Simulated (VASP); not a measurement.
# CO2 (scan) (Pa-3) in VASP: notebook, part 2 of 2

VASP 6.6.1.

## 3. Single point, r2SCAN

This run uses another cell than the first one, of 11.86 Å³/atom, 0.998 times its volume.

Contents of POSCAR:

```
CO2
1.0
    5.2203121757      0.0000000000      0.0000000000
    0.0000000000      5.2203121757      0.0000000000
    0.0000000000      0.0000000000      5.2203121757
C O
4 8
Direct
    0.0000000000      0.0000000000      0.0000000000
    0.5000000000      0.0000000000      0.5000000000
    0.5000000000      0.5000000000      0.0000000000
    0.0000000000      0.5000000000      0.5000000000
    0.1280550851      0.1280550851      0.1280550851
    0.3719449149      0.8719449149      0.6280550851
    0.6280550851      0.3719449149      0.8719449149
    0.8719449149      0.6280550851      0.3719449149
    0.8719449149      0.8719449149      0.8719449149
    0.6280550851      0.1280550851      0.3719449149
    0.3719449149      0.6280550851      0.1280550851
    0.1280550851      0.3719449149      0.6280550851
```

Contents of INCAR.step1:

```
SYSTEM = CO2
ALGO = Normal
EDIFF = 1E-4
ENCUT = 520
GGA = PE
ISMEAR = 0
LASPH = .TRUE.
LCHARG = .FALSE.
LREAL = .FALSE.
LWAVE = .TRUE.
NBANDS = 44
NELM = 80
PREC = Accurate
SIGMA = 0.02
```

Contents of INCAR.step2:

```
SYSTEM = CO2
ALGO = Normal
EDIFF = 1E-6
ENCUT = 520
ISIF = 2
ISMEAR = 0
ISTART = 1
LASPH = .TRUE.
LCHARG = .FALSE.
LMIXTAU = .TRUE.
LREAL = .FALSE.
LWAVE = .FALSE.
METAGGA = R2SCAN
NBANDS = 44
NELM = 80
PREC = Accurate
SIGMA = 0.02
```

Contents of KPOINTS:

```
k-points
0
G
  6 6 6
  0 0 0
```

Potentials or basis: VASP PAW PBE potentials, release 64 (C, O).

Started as:

```sh
cat potpaw_PBE.64/C/POTCAR potpaw_PBE.64/O/POTCAR > POTCAR
cp INCAR.step1 INCAR
mpirun -np 1 vasp_std > vasp.out
cp INCAR.step2 INCAR
mpirun -np 1 vasp_std > vasp.out
```

OUTCAR:

```text
SYSTEM = CO2
   EDIFF = 1E-6
   ENCUT = 520
   ISIF = 2
   ISMEAR = 0
   ISTART = 1
   LASPH = .TRUE.
   LREAL = .FALSE.
   METAGGA = R2SCAN
   NELM = 80
   PREC = Accurate

 ion  position               nearest neighbor table
   1  0.000  0.000  0.000-   5 1.16   9 1.16
   2  0.500  0.000  0.500-   6 1.16  10 1.16
   3  0.500  0.500  0.000-   7 1.16  11 1.16
   4  0.000  0.500  0.500-   8 1.16  12 1.16
   5  0.128  0.128  0.128-   1 1.16
   6  0.372  0.872  0.628-   2 1.16
   7  0.628  0.372  0.872-   3 1.16
   8  0.872  0.628  0.372-   4 1.16
   9  0.872  0.872  0.872-   1 1.16
  10  0.628  0.128  0.372-   2 1.16
  11  0.372  0.628  0.128-   3 1.16
  12  0.128  0.372  0.628-   4 1.16

  LATTYP: Found a simple cubic cell.
 ALAT       =     5.2203121757

  Lattice vectors:

 A1 = (   5.2203121757,   0.0000000000,   0.0000000000)
 A2 = (   0.0000000000,   5.2203121757,   0.0000000000)
 A3 = (   0.0000000000,   0.0000000000,   5.2203121757)

Analysis of symmetry for initial positions (statically):
=====================================================================
 Subroutine PRICEL returns:
 Original cell was already a primitive cell.

 Routine SETGRP: Setting up the symmetry group for a
 simple cubic supercell.

 Subroutine GETGRP returns: Found 24 space group operations
 (whereof  6 operations were pure point group operations)
 out of a pool of 48 trial point group operations.

The static configuration has the point symmetry S_6 .
 The point group associated with its full space group is T_h .

Analysis of symmetry for dynamics (positions and initial velocities):
=====================================================================
 Subroutine PRICEL returns:
 Original cell was already a primitive cell.

 Routine SETGRP: Setting up the symmetry group for a
 simple cubic supercell.

 Subroutine GETGRP returns: Found 24 space group operations
 (whereof  6 operations were pure point group operations)
 out of a pool of 48 trial point group operations.

The dynamic configuration has the point symmetry S_6 .
 The point group associated with its full space group is T_h .

 Subroutine INISYM returns: Found 24 space group operations
 (whereof  6 operations are pure point group operations),
 and found     1 'primitive' translations

----------------------------------------------------------------------------------------

                                     Primitive cell

  volume of cell :     142.2622

  direct lattice vectors                    reciprocal lattice vectors
     5.220312176  0.000000000  0.000000000     0.191559425  0.000000000  0.000000000
     0.000000000  5.220312176  0.000000000     0.000000000  0.191559425  0.000000000
     0.000000000  0.000000000  5.220312176     0.000000000  0.000000000  0.191559425

  length of vectors
     5.220312176  5.220312176  5.220312176     0.191559425  0.191559425  0.191559425

  position of ions in fractional coordinates (direct lattice)
     0.000000000  0.000000000  0.000000000
     0.500000000  0.000000000  0.500000000
     0.500000000  0.500000000  0.000000000
[... 75 lines left out ...]
  0.500000  0.500000  0.333333      6.000000
  0.500000  0.500000  0.500000      1.000000
   k-points           NKPTS =     24   k-points in BZ     NKDIM =     24   number of bands    NBANDS=     44
   number of dos      NEDOS =    301   number of ions     NIONS =     12
   total plane-waves  NPLWV =  64000
   dimension x,y,z NGX =    40 NGY =   40 NGZ =   40
   dimension x,y,z NGXF=    80 NGYF=   80 NGZF=   80
   ions per type =               4   8
   NGX,Y,Z   is equivalent  to a cutoff of  12.74, 12.74, 12.74 a.u.
   NGXF,Y,Z  is equivalent  to a cutoff of  25.48, 25.48, 25.48 a.u.
 SYSTEM =  CO2
   PREC   = accura    normal or accurate (medium, high low for compatibility)
   ISTART =      1    job   : 0-new  1-cont  2-samecut
   ICHARG =      0    charge: 1-file 2-atom 10-const
   ISPIN  =      1    spin polarized calculation?
   LNONCOLLINEAR =      F non collinear calculations
   LSORBIT =      F    spin-orbit coupling
   LASPH  =      T    aspherical Exc in radial PAW
   ENCUT  =  520.0 eV  38.22 Ry    6.18 a.u.   9.71  9.71  9.71*2*pi/ulx,y,z
   NELM   =     80;   NELMIN=  2; NELMDL=  0     # of ELM steps
   EDIFF  = 0.1E-05   stopping-criterion for ELM
   LREAL  =      F    real-space projection
   EDIFFG = 0.1E-04   stopping-criterion for IOM
   NSW    =      0    number of steps for IOM
   IBRION =     -1    ionic relax: 0-MD 1-quasi-New 2-CG
   NFREE  =      0    steps in history (QN), initial steepest desc. (CG)
   ISIF   =      2    stress and relaxation
   ISYM   =      2    0-nonsym 1-usesym 2-fastsym
   POTIM  = 0.5000    time-step for ionic-motion
   TEBEG  =    0.0;   TEEND  =   0.0 temperature during run
   PSTRESS=    0.0 pullay stress
   NELECT =      64.0000    total number of electrons
   NUPDOWN=      -1.0000    fix difference up-down
   EMIN   =  10.00;   EMAX   =-10.00  energy-range for DOS
   EFERMI =   0.00;   METHOD = LEGACY
   ISMEAR =     0;   SIGMA  =   0.02  broadening in eV -4-tet -1-fermi 0-gaus
   EFERMI_NEDOS =   21; number of points for ismear=-14 and -15
   IALGO  =     38    algorithm
   IMIX   =      4    mixing-type and parameters
     AMIX     =   0.40;   BMIX     =  1.00
     AMIX_MAG =   1.60;   BMIX_MAG =  1.00
  volume/ion in A,a.u.               =      11.86        80.00
  Fermi-wavevector in a.u.,A,eV,Ry     =   1.254407  2.370485 21.409258  1.573536
  Thomas-Fermi vector in A             =   2.388213
   LORBIT       =      0    0 simple, 1 ext, 2 COOP (PROOUT), +10 PAW based schemes
   METAGGA = R2SCAN    functional components
   LHFCALC =     F    Hartree Fock is set to
   AEXX    =    0.0000 exact exchange contribution
   IVDW    =     0    specifies the selected vdW correction
   LEPSILON=     F    determine dielectric tensor
   LRPA    =     F    only Hartree local field effects (RPA)
 non-spin polarized calculation
 Gauss-broadening in eV      SIGMA  =   0.02
  energy-cutoff  :      520.00
  volume of cell :      142.26
 maximum number of plane-waves:      3887
   NGX = 19   NGY = 19   NGZ = 19

 number of electron      64.0000000 magnetization

 Free energy of the ion-electron system (eV)
  ---------------------------------------------------
  ext. energy  EPLUGINS =         0.00000000
  ---------------------------------------------------
  free energy    TOTEN  =      -102.77829011 eV

  energy without entropy =     -102.77829011  energy(sigma->0) =     -102.77829011

 E-fermi :  -2.5883     XC(G=0):  -9.4825

 val. band max:       -2.6922809583   @ k =   0.0000   0.0000   0.0000
 cond. band min:       5.0813677854   @ k =   0.0000   0.0000   0.0000
 fundamental gap:      7.7736487437
 Fermi energy:        -2.5882878721

 k-point     1 :       0.0000    0.0000    0.0000
  band No.  band energies     occupation
      1     -24.9295      2.00000
      2     -24.4902      2.00000
      3     -24.4902      2.00000
      4     -24.4902      2.00000
      5     -23.5628      2.00000
      6     -23.5628      2.00000
[... 1117 lines left out ...]
     43       8.3331      0.00000
     44       8.3331      0.00000

------------------------ aborting loop because EDIFF is reached ----------------------------------------

  FORCE on cell =-STRESS in cart. coord.  units (eV):
  Direction    XX          YY          ZZ          XY          YZ          ZX
  --------------------------------------------------------------------------------------
  -------------------------------------------------------------------------------------
  Total        5.1454235      5.1454235      5.1454235     -0.0000000      0.0000000     -0.0000000
  in kB       57.9485115     57.9485115     57.9485115     -0.0000000      0.0000000     -0.0000000
  external PRESSURE =      57.9485115 kB  Pullay stress =       0.0000000 kB

 VOLUME and BASIS-vectors are now :
 -----------------------------------------------------------------------------
  energy-cutoff  :      520.00
  volume of cell :      142.26
      direct lattice vectors                 reciprocal lattice vectors
     5.220312176  0.000000000  0.000000000     0.191559425  0.000000000  0.000000000
     0.000000000  5.220312176  0.000000000     0.000000000  0.191559425  0.000000000
     0.000000000  0.000000000  5.220312176     0.000000000  0.000000000  0.191559425

 POSITION                                       TOTAL-FORCE (eV/Angst)
 -----------------------------------------------------------------------------------
      0.00000      0.00000      0.00000        -0.000000      0.000000      0.000000
      2.61016      0.00000      2.61016        -0.000000      0.000000      0.000000
      2.61016      2.61016      0.00000        -0.000000      0.000000      0.000000
      0.00000      2.61016      2.61016        -0.000000      0.000000      0.000000
      0.66849      0.66849      0.66849         0.458077      0.458077      0.458077
      1.94167      4.55182      3.27864        -0.458077     -0.458077      0.458077
      3.27864      1.94167      4.55182         0.458077     -0.458077     -0.458077
      4.55182      3.27864      1.94167        -0.458077      0.458077     -0.458077
      4.55182      4.55182      4.55182        -0.458077     -0.458077     -0.458077
      3.27864      0.66849      1.94167         0.458077      0.458077     -0.458077
      1.94167      3.27864      0.66849        -0.458077      0.458077      0.458077
      0.66849      1.94167      3.27864         0.458077     -0.458077      0.458077
 -----------------------------------------------------------------------------------
    total drift:                                0.000000      0.000000     -0.000000

  FREE ENERGIE OF THE ION-ELECTRON SYSTEM (eV)
  ---------------------------------------------------
  free  energy   TOTEN  =      -102.7782901057 eV

  energy  without entropy=     -102.7782901057  energy(sigma->0) =     -102.77829011
```

It took 14 min on 1 thread of Intel Xeon Platinum 8259CL at 2.50GHz (Skylake/Cascade Lake), shared host; peak memory 0.3 GiB.

What came out:

| Property | Result |
| --- | --- |
| Free energy | -102.7783 eV |
| Pressure | 5.8 GPa |
| Largest force | 0.793 eV/Å |
| Band gap on the k mesh | 7.77 eV, direct |

Forces in eV/Å, atoms in the order of the input:
```
C    0.000  0.000  0.000
C    0.000  0.000  0.000
C    0.000  0.000  0.000
C    0.000  0.000  0.000
O    0.458  0.458  0.458
O   -0.458 -0.458  0.458
O    0.458 -0.458 -0.458
O   -0.458  0.458 -0.458
O   -0.458 -0.458 -0.458
O    0.458  0.458 -0.458
O   -0.458  0.458  0.458
O    0.458 -0.458  0.458
```

Caveat: the PAW data sets were made with another functional, which shifts forces and pressure a little. A k mesh can miss the band edges.
